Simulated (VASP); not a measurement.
Runs of VASP 6.6.1 on TiAu. The structure is tetragonal, space group P4/nmm (No. 129). The conventional cell has a = 3.322 Å, b = 3.322 Å, c = 6.103 Å, α = 90.00°, β = 90.00°, γ = 90.00°. Ti (site symmetry 4mm) has 6 Au at 2.72 to 3.08 Å and 8 Ti at 2.87 to 3.32 Å within 3.6 Å. Within 3.6 Å of Au (site symmetry 4mm) lie 6 Ti at 2.72 to 3.08 Å and 8 Au at 2.90 to 3.32 Å. 

```tsv
k mesh	gap on the mesh (eV)	pressure (GPa)	largest force (eV/Å)
6 × 6 × 4	none	-7.8	0.04
5 × 5 × 3	none	-7.7	0.09
3 × 3 × 2	none	-7.2	0.27
4 × 4 × 2	none	(b)	0.08
4 × 4 × 3	none	-8.0	(a)
```

Alike in all rows: task single point; level LDA; potentials or basis VASP PAW LDA potentials, release 64 (Ti_sv, Au); no spin polarisation; cell as given; cutoff (eV) 520; smearing fermi-dirac 0.1 eV.

**Question.** Fill in the values left out.

**Answer.** (a) 0.11; (b) -8.1.

Caveats: some runs use coarse meshes; spin-orbit coupling is left out, which moves the levels of the heavy elements.

A k mesh can miss the band edges, and the runs leave out spin-orbit coupling on Au.

A gap of «none» marks levels without a gap at the run's occupations.
